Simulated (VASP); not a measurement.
Here is a VASP 6.6.1 calculation.

Contents of INCAR:

```
PREC = Accurate
ENCUT = 500
EDIFF = 1E-6
ISMEAR = 0
SIGMA = 0.05
LREAL = F
LASPH = T
NELM = 120
ALGO = Normal
ISIF = 2
LWAVE = F
LCHARG = F
GGA = CA
NBANDS = 30
GGA_COMPAT = F
```

The input KPOINTS:

```
Automatic mesh
0
Gamma
  6 6 6
```

Contents of POSCAR:

```
CsPbBr3
1.0
    5.8700000000      0.0000000000      0.0000000000
    0.0000000000      5.8700000000      0.0000000000
    0.0000000000      0.0000000000      5.8700000000
Cs Pb Br
1 1 3
Direct
    0.0000000000      0.0000000000      0.0000000000
    0.5000000000      0.5000000000      0.5000000000
    0.0000000000      0.5000000000      0.5000000000
    0.5000000000      0.0000000000      0.5000000000
    0.5000000000      0.5000000000      0.0000000000
```

Potentials or basis: VASP PAW LDA potentials, release 64 (Cs_sv, Pb_d, Br).

Command:

```console
$ cat potpaw_LDA.64/Cs_sv/POTCAR potpaw_LDA.64/Pb_d/POTCAR potpaw_LDA.64/Br/POTCAR > POTCAR
$ mpirun -np 1 vasp_std > vasp.out
```

Question: Predict the band gap on the k mesh.

Answer: 1.36 eV.

Question: Predict the pressure.

Answer: -1.1 GPa.

Caveat: spin-orbit coupling is left out, which moves the levels of the heavy elements. A k mesh can miss the band edges.
